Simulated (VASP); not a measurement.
# CuNi4 (P6_3/mmc) in VASP: notebook

The runs below take CuNi4 through single point, with PBE.

Program: VASP 6.6.1. These are calculated values, not measurements. Logs are shortened: lines on timing, memory, paths and dates and some standing lists are left out, and cuts for length are marked.

### Step 1. The cell of the first run

Symmetry: P6_3/mmc, No. 194, hexagonal system. The conventional cell has a = 2.471 Å, b = 2.471 Å, c = 20.036 Å, α = 90.00°, β = 90.00°, γ = 120.00°. Within 3.2 Å of Cu (site symmetry -6m2) lie 6 Ni at 2.46 Å and 6 Cu at 2.47 Å. Ni (site symmetry 3m) has 3 Cu at 2.46 Å and 9 Ni at 2.46 to 2.47 Å within 3.2 Å. Ni (site symmetry 3m) has 12 Ni at 2.46 to 2.47 Å within 3.2 Å.

### Step 2. Single point, PBE, collinear spin, ferromagnetic start

INCAR reads:

```
SYSTEM = CuNi4
ALGO = Fast
EDIFF = 1E-7
ENCUT = 520
GGA = PE
ISIF = 2
ISMEAR = 0
ISPIN = 2
LASPH = .TRUE.
LCHARG = .TRUE.
LELF = .TRUE.
LMAXMIX = 4
LORBIT = 11
LREAL = .FALSE.
LVHAR = .TRUE.
LWAVE = .FALSE.
MAGMOM = 0 0 2 2 2 2 2 2 2 2
NBANDS = 66
NELM = 150
PREC = Accurate
SIGMA = 0.1
```

KPOINTS reads:

```
k-points
0
G
  6 6 1
  0 0 0
```

POSCAR reads:

```
CuNi4
1.0
    2.4708348500      0.0000000000      0.0000000000
   -1.2354174300      2.1398057500      0.0000000000
    0.0000000000      0.0000000000     20.0364722600
Cu Ni
2 8
Direct
    0.6666666700      0.3333333300      0.7500000000
    0.3333333300      0.6666666700      0.2500000000
    0.6666666700      0.3333333300      0.1500000000
    0.6666666700      0.3333333300      0.3500000000
    0.6666666700      0.3333333300      0.5500000000
    0.6666666700      0.3333333300      0.9500000000
    0.3333333300      0.6666666700      0.0500000000
    0.3333333300      0.6666666700      0.4500000000
    0.3333333300      0.6666666700      0.6500000000
    0.3333333300      0.6666666700      0.8500000000
```

Potentials or basis: VASP PAW PBE potentials, release 64 (Cu, Ni).

On the command line:

```bash
> cat potpaw_PBE.64/Cu/POTCAR potpaw_PBE.64/Ni/POTCAR > POTCAR
> mpirun -np 1 vasp_std > vasp.out
```

OUTCAR:

```text
SYSTEM = CuNi4
   EDIFF = 1E-7
   ENCUT = 520
   GGA = PE
   ISIF = 2
   ISMEAR = 0
   ISPIN = 2
   LASPH = .TRUE.
   LORBIT = 11
   LREAL = .FALSE.
   NELM = 150
   PREC = Accurate

 ion  position               nearest neighbor table
   1  0.667  0.333  0.750-   9 2.46  10 2.46   9 2.46  10 2.46   9 2.46  10 2.46
   2  0.333  0.667  0.250-   3 2.46   4 2.46   3 2.46   4 2.46   3 2.46   4 2.46
   3  0.667  0.333  0.150-   2 2.46   7 2.46   2 2.46   7 2.46   2 2.46   7 2.46
   4  0.667  0.333  0.350-   2 2.46   8 2.46   2 2.46   8 2.46   2 2.46   8 2.46
   5  0.667  0.333  0.550-   8 2.46   9 2.46   8 2.46   9 2.46   8 2.46   9 2.46
   6  0.667  0.333  0.950-   7 2.46  10 2.46   7 2.46  10 2.46   7 2.46  10 2.46
   7  0.333  0.667  0.050-   6 2.46   3 2.46   6 2.46   3 2.46   6 2.46   3 2.46
   8  0.333  0.667  0.450-   5 2.46   4 2.46   5 2.46   4 2.46   5 2.46   4 2.46
   9  0.333  0.667  0.650-   1 2.46   5 2.46   1 2.46   5 2.46   1 2.46   5 2.46
  10  0.333  0.667  0.850-   1 2.46   6 2.46   1 2.46   6 2.46   1 2.46   6 2.46

  LATTYP: Found a hexagonal cell.
 ALAT       =     2.4708348500
 C/A-ratio  =     8.1091912153

  Lattice vectors:

 A1 = (   2.4708348500,   0.0000000000,   0.0000000000)
 A2 = (  -1.2354174300,   2.1398057500,   0.0000000000)
 A3 = (   0.0000000000,   0.0000000000,  20.0364722600)

Analysis of symmetry for initial positions (statically):
=====================================================================
 Subroutine PRICEL returns:
 Original cell was already a primitive cell.

 Routine SETGRP: Setting up the symmetry group for a
 hexagonal supercell.

 Subroutine GETGRP returns: Found 24 space group operations
 (whereof 12 operations were pure point group operations)
 out of a pool of 24 trial point group operations.

The static configuration has the point symmetry D_3d.
 The point group associated with its full space group is D_6h.

Analysis of symmetry for dynamics (positions and initial velocities):
=====================================================================
 Subroutine PRICEL returns:
 Original cell was already a primitive cell.

 Routine SETGRP: Setting up the symmetry group for a
 hexagonal supercell.

 Subroutine GETGRP returns: Found 24 space group operations
 (whereof 12 operations were pure point group operations)
 out of a pool of 24 trial point group operations.

The dynamic configuration has the point symmetry D_3d.
 The point group associated with its full space group is D_6h.

Analysis of structural, dynamic, and magnetic symmetry:
=====================================================================
 Subroutine PRICEL returns:
 Original cell was already a primitive cell.

 Routine SETGRP: Setting up the symmetry group for a
 hexagonal supercell.

 Subroutine GETGRP returns: Found 24 space group operations
 (whereof 12 operations were pure point group operations)
 out of a pool of 24 trial point group operations.

The overall configuration has the point symmetry D_3d.
 The point group associated with its full space group is D_6h.

 Subroutine INISYM returns: Found 24 space group operations
 (whereof 12 operations are pure point group operations),
 and found     1 'primitive' translations

----------------------------------------------------------------------------------------

                                     Primitive cell

  volume of cell :     105.9350

  direct lattice vectors                    reciprocal lattice vectors
     2.470834850  0.000000000  0.000000000     0.404721505  0.233666071  0.000000000
    -1.235417430  2.139805750  0.000000000     0.000000000  0.467332140  0.000000000
     0.000000000  0.000000000 20.036472260     0.000000000  0.000000000  0.049908985

  length of vectors
     2.470834850  2.470834854 20.036472260     0.467332141  0.467332140  0.049908985

  position of ions in fractional coordinates (direct lattice)
     0.666666670  0.333333330  0.750000000
     0.333333330  0.666666670  0.250000000
     0.666666670  0.333333330  0.150000000
     0.666666670  0.333333330  0.350000000
     0.666666670  0.333333330  0.550000000
     0.666666670  0.333333330  0.950000000
     0.333333330  0.666666670  0.050000000
     0.333333330  0.666666670  0.450000000
     0.333333330  0.666666670  0.650000000
     0.333333330  0.666666670  0.850000000

  ion indices of the primitive-cell ions
   primitive index   ion index
                 1           1
                 2           2
                 3           3
                 4           4
                 5           5
                 6           6
                 7           7
                 8           8
                 9           9
                10          10

----------------------------------------------------------------------------------------

 KPOINTS: k-points

Automatic generation of k-mesh.
 Grid dimensions read from file:
 generate k-points for:    6    6    1

 Generating k-lattice:

  Cartesian coordinates                     Fractional coordinates (reciprocal lattice)
     0.067453584  0.038944345  0.000000000     0.166666667  0.000000000  0.000000000
     0.000000000  0.077888690  0.000000000     0.000000000  0.166666667  0.000000000
     0.000000000  0.000000000  0.049908985     0.000000000  0.000000000  1.000000000

  Length of vectors
     0.077888690  0.077888690  0.049908985

  Shift w.r.t. Gamma in fractional coordinates (k-lattice)
     0.000000000  0.000000000  0.000000000

 Subroutine IBZKPT returns following result:
 ===========================================

 Found      7 irreducible k-points:

 Following reciprocal coordinates:
            Coordinates               Weight
  0.000000  0.000000  0.000000      1.000000
  0.166667  0.000000  0.000000      6.000000
  0.333333 -0.000000  0.000000      6.000000
  0.500000 -0.000000  0.000000      3.000000
  0.166667  0.166667  0.000000      6.000000
  0.333333  0.166667  0.000000     12.000000
  0.333333  0.333333  0.000000      2.000000
   k-points           NKPTS =      7   k-points in BZ     NKDIM =      7   number of bands    NBANDS=     66
   number of dos      NEDOS =    301   number of ions     NIONS =     10
   total plane-waves  NPLWV =  48600
   dimension x,y,z NGX =    18 NGY =   18 NGZ =  150
   dimension x,y,z NGXF=    36 NGYF=   36 NGZF=  300
   ions per type =               2   8
   NGX,Y,Z   is equivalent  to a cutoff of  12.11, 12.11, 12.45 a.u.
   NGXF,Y,Z  is equivalent  to a cutoff of  24.22, 24.22, 24.89 a.u.
 SYSTEM =  CuNi4
   PREC   = accura    normal or accurate (medium, high low for compatibility)
   ISTART =      0    job   : 0-new  1-cont  2-samecut
   ICHARG =      2    charge: 1-file 2-atom 10-const
   ISPIN  =      2    spin polarized calculation?
   LNONCOLLINEAR =      F non collinear calculations
   LSORBIT =      F    spin-orbit coupling
   LASPH  =      T    aspherical Exc in radial PAW
   ENCUT  =  520.0 eV  38.22 Ry    6.18 a.u.   4.59  4.59 37.25*2*pi/ulx,y,z
   NELM   =    150;   NELMIN=  2; NELMDL= -5     # of ELM steps
   EDIFF  = 0.1E-06   stopping-criterion for ELM
   LREAL  =      F    real-space projection
   EDIFFG = 0.1E-05   stopping-criterion for IOM
   NSW    =      0    number of steps for IOM
   IBRION =     -1    ionic relax: 0-MD 1-quasi-New 2-CG
   NFREE  =      0    steps in history (QN), initial steepest desc. (CG)
   ISIF   =      2    stress and relaxation
   ISYM   =      2    0-nonsym 1-usesym 2-fastsym
   POTIM  = 0.5000    time-step for ionic-motion
   TEBEG  =    0.0;   TEEND  =   0.0 temperature during run
   PSTRESS=    0.0 pullay stress
   NELECT =     102.0000    total number of electrons
   NUPDOWN=      -1.0000    fix difference up-down
   EMIN   =  10.00;   EMAX   =-10.00  energy-range for DOS
   EFERMI =   0.00;   METHOD = LEGACY
   ISMEAR =     0;   SIGMA  =   0.10  broadening in eV -4-tet -1-fermi 0-gaus
   EFERMI_NEDOS =   21; number of points for ismear=-14 and -15
   IALGO  =     68    algorithm
   IMIX   =      4    mixing-type and parameters
     AMIX     =   0.40;   BMIX     =  1.00
     AMIX_MAG =   1.60;   BMIX_MAG =  1.00
  volume/ion in A,a.u.               =      10.59        71.49
  Fermi-wavevector in a.u.,A,eV,Ry     =   1.616572  3.054879 35.556183  2.613306
  Thomas-Fermi vector in A             =   2.711137
   LORBIT       =     11    0 simple, 1 ext, 2 COOP (PROOUT), +10 PAW based schemes
   GGA     = PE    functional components
   LHFCALC =     F    Hartree Fock is set to
   AEXX    =    0.0000 exact exchange contribution
   IVDW    =     0    specifies the selected vdW correction
   LEPSILON=     F    determine dielectric tensor
   LRPA    =     F    only Hartree local field effects (RPA)
 spin polarized calculation
 RMM-DIIS sequential band-by-band and
 Gauss-broadening in eV      SIGMA  =   0.10
  energy-cutoff  :      520.00
  volume of cell :      105.93
 maximum number of plane-waves:      2888
   NGX =  9   NGY =  9   NGZ = 75

 number of electron     101.9999990 magnetization      10.4891906

 number of electron     101.9999989 magnetization       4.2212483

 Free energy of the ion-electron system (eV)
  ---------------------------------------------------
  ext. energy  EPLUGINS =         0.00000000
  ---------------------------------------------------
  free energy    TOTEN  =       -50.93099234 eV

  energy without entropy =      -50.85237646  energy(sigma->0) =      -50.89168440

 E-fermi :   9.5072     XC(G=0): -13.3991

 val. band max:        9.4972323685   @ k =   0.3333   0.1667   0.0000
 cond. band min:       9.5088018712   @ k =   0.3333  -0.0000   0.0000
 fundamental gap:      0.0115695027
 Fermi energy:         9.5072211322

 spin component 1

 k-point     1 :       0.0000    0.0000    0.0000
  band No.  band energies     occupation
      1       0.1776      1.00000
      2       0.4486      1.00000
      3       0.7417      1.00000
      4       1.6106      1.00000
      5       1.8923      1.00000
      6       3.2085      1.00000
[... 451 lines left out ...]
     62      15.0424      0.00000
     63      15.0424      0.00000
 Fermi energy:         9.5072211322

 spin component 2

 k-point     1 :       0.0000    0.0000    0.0000
  band No.  band energies     occupation
      1       0.1428      1.00000
      2       0.4123      1.00000
      3       0.7092      1.00000
      4       1.5771      1.00000
      5       1.8659      1.00000
      6       3.2066      1.00000
[... 451 lines left out ...]
     62      15.2094      0.00000
     63      15.2094      0.00000
 [bands above 63 left out]

------------------------ aborting loop because EDIFF is reached ----------------------------------------

  FORCE on cell =-STRESS in cart. coord.  units (eV):
  Direction    XX          YY          ZZ          XY          YZ          ZX
  --------------------------------------------------------------------------------------
  -------------------------------------------------------------------------------------
  Total        5.0853448      5.0853448      8.3247561     -0.0000000      0.0000000     -0.0000000
  in kB       76.9115663     76.9115664    125.9049413     -0.0000002      0.0000000     -0.0000000
  external PRESSURE =      93.2426913 kB  Pullay stress =       0.0000000 kB

 VOLUME and BASIS-vectors are now :
 -----------------------------------------------------------------------------
  energy-cutoff  :      520.00
  volume of cell :      105.93
      direct lattice vectors                 reciprocal lattice vectors
     2.470834850  0.000000000  0.000000000     0.404721505  0.233666071  0.000000000
    -1.235417430  2.139805750  0.000000000     0.000000000  0.467332140  0.000000000
     0.000000000  0.000000000 20.036472260     0.000000000  0.000000000  0.049908985

 POSITION                                       TOTAL-FORCE (eV/Angst)
 -----------------------------------------------------------------------------------
      1.23542      0.71327     15.02735         0.000000      0.000000      0.000000
     -0.00000      1.42654      5.00912        -0.000000     -0.000000      0.000000
      1.23542      0.71327      3.00547         0.000000      0.000000     -0.388866
      1.23542      0.71327      7.01277        -0.000000      0.000000      0.388866
      1.23542      0.71327     11.02006         0.000000     -0.000000     -0.024890
      1.23542      0.71327     19.03465         0.000000      0.000000      0.024890
     -0.00000      1.42654      1.00182        -0.000000     -0.000000     -0.024890
     -0.00000      1.42654      9.01641        -0.000000      0.000000      0.024890
     -0.00000      1.42654     13.02371         0.000000     -0.000000     -0.388866
     -0.00000      1.42654     17.03100         0.000000     -0.000000      0.388866
 -----------------------------------------------------------------------------------
    total drift:                               -0.000001      0.000001     -0.000001

  FREE ENERGIE OF THE ION-ELECTRON SYSTEM (eV)
  ---------------------------------------------------
  free  energy   TOTEN  =       -50.9309923365 eV

  energy  without entropy=      -50.8523764640  energy(sigma->0) =      -50.89168440

 total charge

# of ion       s       p       d       tot
------------------------------------------
    1        0.483   0.465   9.183  10.131
    2        0.483   0.465   9.183  10.131
    3        0.504   0.508   8.364   9.376
    4        0.504   0.508   8.364   9.376
    5        0.508   0.518   8.329   9.355
    6        0.508   0.518   8.329   9.355
    7        0.508   0.518   8.329   9.355
    8        0.508   0.518   8.329   9.355
    9        0.504   0.508   8.364   9.376
   10        0.504   0.508   8.364   9.376
--------------------------------------------------
tot          5.013   5.034  85.140  95.186

 magnetization (x)

# of ion       s       p       d       tot
------------------------------------------
    1       -0.004  -0.015   0.008  -0.011
    2       -0.004  -0.015   0.008  -0.011
    3       -0.005  -0.020   0.461   0.436
    4       -0.005  -0.020   0.461   0.436
    5       -0.006  -0.025   0.679   0.648
    6       -0.006  -0.025   0.679   0.648
    7       -0.006  -0.025   0.679   0.648
    8       -0.006  -0.025   0.679   0.648
    9       -0.005  -0.020   0.461   0.436
   10       -0.005  -0.020   0.461   0.436
--------------------------------------------------
tot         -0.055  -0.208   4.575   4.313
```

Run time: 3.7 min. Hardware: 1 thread of AMD EPYC 7R13 (Zen 3), shared host; peak memory 0.25 GiB.

Results:

| Quantity | Value |
| --- | --- |
| Free energy | -50.9310 eV |
| Pressure | 9.3 GPa |
| Largest force | 0.389 eV/Å |
| Net moment | 4.22 μB per cell |
| Site moments | Cu -0.01; Ni +0.44, +0.65 (each value once) μB |
| Valence electrons inside the program's atomic spheres | Cu 10.13; Ni 9.38, 9.36 (each value once) |

Forces on the atoms (eV/Å):
```
Cu   0.000  0.000  0.000
Cu   0.000  0.000  0.000
Ni   0.000  0.000 -0.389
Ni   0.000  0.000  0.389
Ni   0.000  0.000 -0.025
Ni   0.000  0.000  0.025
Ni   0.000  0.000 -0.025
Ni   0.000  0.000  0.025
Ni   0.000  0.000 -0.389
Ni   0.000  0.000  0.389
```

Caveat: the k points lie up to 0.49 Å⁻¹ apart.

[end of part 1 of 2]
